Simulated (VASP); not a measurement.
# AlN (P6_3/mmc) in VASP: notebook, part 2 of 2

VASP 6.6.1. The steps go on from the part before.

## (3) Single point, PBE (volume 8.760 Å^3 an atom, c/a of the conventional cell 1.3332)

The input, INCAR:

```
  PREC = Accurate
  ENCUT = 520
  EDIFF = 1E-7
  ISMEAR = 0
  SIGMA = 0.05
  LREAL = F
  LASPH = T
  NELM = 60
  ALGO = Normal
  ISIF = 2
  LWAVE = F
  LCHARG = F
  GGA = PE
  NBANDS = 16
```

The input, KPOINTS:

```
regular mesh
0
Gamma
  9 9 6
```

The input, POSCAR:

```
AlN
1.0
    3.1192203360      0.0000000000      0.0000000000
   -1.5596101680      2.7013240510      0.0000000000
    0.0000000000      0.0000000000      4.1585445519
Al N
2 2
Direct
    0.3333333333      0.6666666667      0.7500000000
    0.6666666667      0.3333333333      0.2500000000
    0.3333333333      0.6666666667      0.2500000000
    0.6666666667      0.3333333333      0.7500000000
```

Potentials or basis: VASP PAW PBE potentials, release 64 (Al, N).

Run with:

```
$ cat potpaw_PBE.64/Al/POTCAR potpaw_PBE.64/N/POTCAR > POTCAR
$ mpirun -np 1 vasp_std > vasp.out
```

OUTCAR:

```text
PREC = Accurate
   ENCUT = 520
   EDIFF = 1E-7
   ISMEAR = 0
   LREAL = F
   LASPH = T
   NELM = 60
   ISIF = 2
   GGA = PE

 ion  position               nearest neighbor table
   1  0.333  0.667  0.750-   4 1.80   4 1.80   4 1.80   3 2.08   3 2.08   2 2.75   2 2.75   2 2.75
                             2 2.75   2 2.75   2 2.75
   2  0.667  0.333  0.250-   3 1.80   3 1.80   3 1.80   4 2.08   4 2.08   1 2.75   1 2.75   1 2.75
                             1 2.75   1 2.75   1 2.75
   3  0.333  0.667  0.250-   2 1.80   2 1.80   2 1.80   1 2.08   1 2.08
   4  0.667  0.333  0.750-   1 1.80   1 1.80   1 1.80   2 2.08   2 2.08

  LATTYP: Found a hexagonal cell.
 ALAT       =     3.1192203360
 C/A-ratio  =     1.3332000000

  Lattice vectors:

 A1 = (   3.1192203360,   0.0000000000,   0.0000000000)
 A2 = (  -1.5596101680,   2.7013240510,   0.0000000000)
 A3 = (   0.0000000000,   0.0000000000,   4.1585445519)

Analysis of symmetry for initial positions (statically):
[... 10 lines left out ...]

The static configuration has the point symmetry D_3d.
 The point group associated with its full space group is D_6h.

Analysis of symmetry for dynamics (positions and initial velocities):
[... 10 lines left out ...]

The dynamic configuration has the point symmetry D_3d.
 The point group associated with its full space group is D_6h.

 Subroutine INISYM returns: Found 24 space group operations
[... 5 lines left out ...]
                                     Primitive cell

  volume of cell :      35.0400

  direct lattice vectors                    reciprocal lattice vectors
     3.119220336  0.000000000  0.000000000     0.320592934  0.185094417  0.000000000
    -1.559610168  2.701324051  0.000000000     0.000000000  0.370188834  0.000000000
     0.000000000  0.000000000  4.158544552     0.000000000  0.000000000  0.240468748

  length of vectors
     3.119220336  3.119220336  4.158544552     0.370188834  0.370188834  0.240468748

  position of ions in fractional coordinates (direct lattice)
     0.333333333  0.666666667  0.750000000
     0.666666667  0.333333333  0.250000000
     0.333333333  0.666666667  0.250000000
     0.666666667  0.333333333  0.750000000

[... 94 lines left out ...]
   EFERMI_NEDOS =   21; number of points for ismear=-14 and -15
   IALGO  =     38    algorithm
   IMIX   =      4    mixing-type and parameters
     AMIX     =   0.40;   BMIX     =  1.00
     AMIX_MAG =   1.60;   BMIX_MAG =  1.00
  volume/ion in A,a.u.               =       8.76        59.12
  Fermi-wavevector in a.u.,A,eV,Ry     =   1.260647  2.382277 21.622795  1.589231
  Thomas-Fermi vector in A             =   2.394146
   LORBIT       =      0    0 simple, 1 ext, 2 COOP (PROOUT), +10 PAW based schemes
   GGA     = PE    functional components
   LHFCALC =     F    Hartree Fock is set to
   AEXX    =    0.0000 exact exchange contribution
   IVDW    =     0    specifies the selected vdW correction
   LEPSILON=     F    determine dielectric tensor
   LRPA    =     F    only Hartree local field effects (RPA)
 non-spin polarized calculation
 Gauss-broadening in eV      SIGMA  =   0.05
  energy-cutoff  :      520.00
  volume of cell :       35.04
 maximum number of plane-waves:       952
 NGX is ok and might be reduce to    24
   NGX = 11   NGY = 11   NGZ = 15

 number of electron      15.9999995 magnetization

 Free energy of the ion-electron system (eV)
  ---------------------------------------------------
  ext. energy  EPLUGINS =         0.00000000
  ---------------------------------------------------
  free energy    TOTEN  =       -28.73843800 eV

  energy without entropy =      -28.73843800  energy(sigma->0) =      -28.73843800

 E-fermi :   9.8464     XC(G=0): -11.7385

 val. band max:        9.6311312466   @ k =   0.0000   0.0000   0.0000
 cond. band min:      13.7926269641   @ k =   0.0000   0.0000   0.0000
 fundamental gap:      4.1614957175
 Fermi energy:         9.8464234737

 k-point     1 :       0.0000    0.0000    0.0000
  band No.  band energies     occupation
      1      -8.3354      2.00000
      2      -4.3909      2.00000
      3       1.6694      2.00000
      4       6.0011      2.00000
      5       6.0011      2.00000
      6       7.5043      2.00000
[... 433 lines left out ...]
      3       2.1963      2.00000
      4       3.4734      2.00000
      5       3.4734      2.00000
      6       5.7223      2.00000
[... 8 lines left out ...]
     15      21.9098      0.00000
     16      23.9728      0.00000

 [... further k-points ...]
[... 5 lines left out ...]
  --------------------------------------------------------------------------------------
  -------------------------------------------------------------------------------------
  Total       10.0289455     10.0289455      4.3597568      0.0000000      0.0000000      0.0000000
  in kB      458.5659011    458.5659011    199.3465595      0.0000000      0.0000000      0.0000000
  external PRESSURE =     372.1594539 kB  Pullay stress =       0.0000000 kB

 VOLUME and BASIS-vectors are now :
 -----------------------------------------------------------------------------
  energy-cutoff  :      520.00
  volume of cell :       35.04
      direct lattice vectors                 reciprocal lattice vectors
     3.119220336  0.000000000  0.000000000     0.320592934  0.185094417  0.000000000
    -1.559610168  2.701324051  0.000000000     0.000000000  0.370188834  0.000000000
     0.000000000  0.000000000  4.158544552     0.000000000  0.000000000  0.240468748

 POSITION                                       TOTAL-FORCE (eV/Angst)
 -----------------------------------------------------------------------------------
     -0.00000      1.80088      3.11891        -0.000000      0.000000      0.000000
      1.55961      0.90044      1.03964         0.000000     -0.000000      0.000000
     -0.00000      1.80088      1.03964        -0.000000      0.000000      0.000000
      1.55961      0.90044      3.11891         0.000000      0.000000      0.000000
 -----------------------------------------------------------------------------------
    total drift:                               -0.000000      0.000000      0.000000

  FREE ENERGIE OF THE ION-ELECTRON SYSTEM (eV)
  ---------------------------------------------------
  free  energy   TOTEN  =       -28.7384380029 eV

  energy  without entropy=      -28.7384380029  energy(sigma->0) =      -28.73843800
```

OSZICAR:

```text
N       E                     dE             d eps       ncg     rms          rms(c)
DAV:   1     0.441741970445E+02    0.44174E+02   -0.75342E+03  1536   0.911E+02
DAV:   2    -0.306466474816E+02   -0.74821E+02   -0.68491E+02  2264   0.199E+02
DAV:   3    -0.337591199652E+02   -0.31125E+01   -0.31018E+01  1808   0.407E+01
DAV:   4    -0.337753794871E+02   -0.16260E-01   -0.16258E-01  1912   0.332E+00
DAV:   5    -0.337755768167E+02   -0.19733E-03   -0.19733E-03  1752   0.368E-01    0.128E+01
DAV:   6    -0.287854967778E+02    0.49901E+01   -0.92013E+00  1952   0.236E+01    0.438E+00
DAV:   7    -0.287552375913E+02    0.30259E-01   -0.89911E-01  1848   0.676E+00    0.310E+00
DAV:   8    -0.287451126837E+02    0.10125E-01   -0.69718E-02  1632   0.231E+00    0.713E-01
DAV:   9    -0.287380071930E+02    0.71055E-02   -0.15552E-02  1968   0.101E+00    0.248E-01
DAV:  10    -0.287385381670E+02   -0.53097E-03   -0.26070E-03  1808   0.334E-01    0.160E-01
DAV:  11    -0.287384361216E+02    0.10205E-03   -0.22919E-04  1768   0.123E-01    0.334E-02
DAV:  12    -0.287384382769E+02   -0.21553E-05   -0.13870E-05  1792   0.299E-02    0.557E-03
DAV:  13    -0.287384379976E+02    0.27929E-06   -0.32117E-06  1896   0.140E-02    0.591E-03
DAV:  14    -0.287384380029E+02   -0.53046E-08   -0.34211E-07  1704   0.523E-03
   1 F= -.28738438E+02 E0= -.28738438E+02  d E =-.515003E-12
```

stdout:

```text
POSCAR found type information on POSCAR AlN
 POSCAR found :  2 types and       4 ions
 scaLAPACK will be used
 LDA part: xc-table for (Slater+PW92), standard interpolation
 POSCAR, INCAR and KPOINTS ok, starting setup
 FFT: planning ... GRIDC
 FFT: planning ... GRID_SOFT
 FFT: planning ... GRID
 WAVECAR not read
 entering main loop
```

It took 14 s on 1 thread of Intel Xeon Platinum 8488C (Sapphire Rapids), shared host; peak memory 0.15 GiB.

What came out:

```yaml
Free_energy: -28.7384 eV
Pressure: 37.2 GPa
Band_gap_on_the_k_mesh: 4.16 eV, direct
```

Levels at points of the mesh, in eV from the valence-band top:
| k point | band 6 | band 7 | band 8 | band 9 | band 10 | band 11 |
| --- | --- | --- | --- | --- | --- | --- |
| (0.00, 0.00, 0.00) | -2.13 | -2.13 | 0.00 | 4.16 | 5.61 | 9.17 |
| (0.00, 0.00, 0.50) | -2.92 | -2.92 | -2.92 | 6.44 | 6.44 | 9.34 |

## (4) Single point, PBE (volume 9.158 Å^3 an atom, c/a of the conventional cell 1.2305)

The input, INCAR:

```
PREC = Accurate
ENCUT = 520
EDIFF = 1E-6
ISMEAR = 0
SIGMA = 0.05
LREAL = False
LASPH = True
NELM = 60
ALGO = Normal
ISIF = 2
LWAVE = False
LCHARG = False
GGA = PE
NBANDS = 16
```

KPOINTS is that of step 3.

The input, POSCAR:

```
AlN
1.0
    3.2514927771      0.0000000000      0.0000000000
   -1.6257463886      2.8158753452      0.0000000000
    0.0000000000      0.0000000000      4.0009618622
Al N
2 2
Direct
    0.3333333333      0.6666666667      0.7500000000
    0.6666666667      0.3333333333      0.2500000000
    0.3333333333      0.6666666667      0.2500000000
    0.6666666667      0.3333333333      0.7500000000
```

Run with:

```
$ cat potpaw_PBE.64/Al/POTCAR potpaw_PBE.64/N/POTCAR > POTCAR
$ mpirun -np 1 vasp_std > vasp.out
```

Run time: 13 s. Hardware: 1 thread of Intel Xeon Platinum 8488C (Sapphire Rapids), shared host; peak memory 0.15 GiB.

The run converged. Its results:

```
Free energy            : -29.1315 eV
Pressure               : 19.6 GPa
Band gap on the k mesh : 3.94 eV, direct
```

Stress tensor (GPa, compression positive):
```
18.12  0.00  0.00
 0.00 18.12  0.00
 0.00  0.00 22.43
```

Levels at points of the mesh, in eV from the valence-band top:
```
           k point  band 5  band 6  band 7  band 8  band 9  band 10  band 11  band 12
(0.00, 0.00, 0.00)   -3.50   -1.61   -1.61    0.00    3.94     5.09     8.65     8.65
(0.00, 0.00, 0.50)   -2.60   -2.60   -2.60   -2.60    6.24     6.24     8.74     8.74
```

 A k mesh can miss the band edges.

## (5) Single point, PBE (volume 9.158 Å^3 an atom, c/a of the conventional cell 1.3693)

The input, INCAR:

```
PREC = Accurate ; ENCUT = 520
EDIFF = 1E-7 ; ISMEAR = 0
SIGMA = 0.05 ; LREAL = F
LASPH = T ; NELM = 60
ALGO = Normal ; ISIF = 2
LWAVE = F ; LCHARG = F
GGA = PE ; NBANDS = 16
```

KPOINTS is that of step 4.

The input, POSCAR:

```
AlN
1.0
    3.1376931064      0.0000000000      0.0000000000
   -1.5688465532      2.7173219394      0.0000000000
    0.0000000000      0.0000000000      4.2964431705
Al N
2 2
Direct
    0.3333333333      0.6666666667      0.7500000000
    0.6666666667      0.3333333333      0.2500000000
    0.3333333333      0.6666666667      0.2500000000
    0.6666666667      0.3333333333      0.7500000000
```

Run with:

```
$ cat potpaw_PBE.64/Al/POTCAR potpaw_PBE.64/N/POTCAR > POTCAR
$ mpirun -np 1 vasp_std > vasp.out
```

Wall time 12 s (1 thread of Intel Xeon Platinum 8488C (Sapphire Rapids), shared host); peak memory 0.15 GiB.

It converged, with:

```yaml
Free_energy: -28.9434 eV
Pressure: 25.6 GPa
Band_gap_on_the_k_mesh: 3.77 eV, direct
```

Stress tensor (GPa, compression positive):
```
34.53  0.00  0.00
 0.00 34.53  0.00
 0.00  0.00  7.75
```

Levels at points of the mesh, in eV from the valence-band top:
```
           k point  band 6  band 7  band 8  band 9  band 10  band 11
(0.00, 0.00, 0.00)   -2.14   -2.14    0.00    3.77     5.35     9.05
(0.00, 0.00, 0.50)   -2.84   -2.84   -2.84    6.15     6.15     9.28
```

## (6) Single point, PBE (volume 9.158 Å^3 an atom, c/a of the conventional cell 1.1664)

The input, INCAR:

```
PREC     = Accurate       # precision mode
ENCUT    = 520            # plane-wave cutoff, eV
EDIFF    = 1E-6           # SCF threshold, eV
ISMEAR   = 0              # smearing method
SIGMA    = 0.05           # smearing width, eV
LREAL    = False          # projectors in reciprocal space
LASPH    = True           # aspherical terms in the spheres
NELM     = 80             # most SCF steps
ALGO     = Normal         # electronic algorithm
ISIF     = 2              # what is computed and relaxed
LWAVE    = False          # write WAVECAR
LCHARG   = False          # write CHGCAR
GGA      = PE             # functional
NBANDS   = 16             # bands
```

KPOINTS is that of step 5.

The input, POSCAR:

```
AlN
1.0
    3.3099962058      0.0000000000      0.0000000000
   -1.6549981029      2.8665408006      0.0000000000
    0.0000000000      0.0000000000      3.8607795744
Al N
2 2
Direct
    0.3333333333      0.6666666667      0.7500000000
    0.6666666667      0.3333333333      0.2500000000
    0.3333333333      0.6666666667      0.2500000000
    0.6666666667      0.3333333333      0.7500000000
```

Potentials or basis: VASP PAW PBE potentials, release 64 (Al, N).

Run with:

```
$ cat potpaw_PBE.64/Al/POTCAR potpaw_PBE.64/N/POTCAR > POTCAR
$ mpirun -np 1 vasp_std > vasp.out
```

It took 22 s on 1 thread of Intel Xeon Platinum 8488C (Sapphire Rapids), shared host; peak memory 0.16 GiB.

It converged, with:

- Free energy: -29.0242 eV
- Pressure: 20.4 GPa
- Band gap on the k mesh: 4.04 eV, direct

Stress tensor (GPa, compression positive):
```
12.90  0.00  0.00
 0.00 12.90  0.00
 0.00  0.00 35.35
```

Levels at points of the mesh, in eV from the valence-band top:
```csv
k point,band 5,band 6,band 7,band 8,band 9,band 10,band 11,band 12
"(0.00, 0.00, 0.00)",-3.44,-1.27,-1.27,0.00,4.04,5.22,8.65,8.65
"(0.00, 0.00, 0.50)",-2.40,-2.40,-2.40,-2.40,6.41,6.41,8.62,8.62
```

 A k mesh can miss the band edges.

## (7) Overview

| cell | gap on the mesh (eV) | pressure (GPa) |
| --- | --- | --- |
| a = 3.232, b = 3.232, c = 3.872 Å, angles 90.0, 90.0, 120.0°, 4 atoms | 4.28 | 33.2 |
| a = 3.119, b = 3.119, c = 4.159 Å, angles 90.0, 90.0, 120.0°, 4 atoms | 4.16 | 37.2 |
| a = 3.251, b = 3.251, c = 4.001 Å, angles 90.0, 90.0, 120.0°, 4 atoms | 3.94 | 19.6 |
| a = 3.138, b = 3.138, c = 4.296 Å, angles 90.0, 90.0, 120.0°, 4 atoms | 3.77 | 25.6 |
| a = 3.310, b = 3.310, c = 3.861 Å, angles 90.0, 90.0, 120.0°, 4 atoms | 4.04 | 20.4 |

Alike in all rows: task single point; level PBE; potentials or basis VASP PAW PBE potentials, release 64 (Al, N); no spin polarisation; k mesh 9 × 9 × 6; cutoff (eV) 520; smearing gaussian 0.05 eV.

Absolute energies hang on the potentials; compare differences alone.
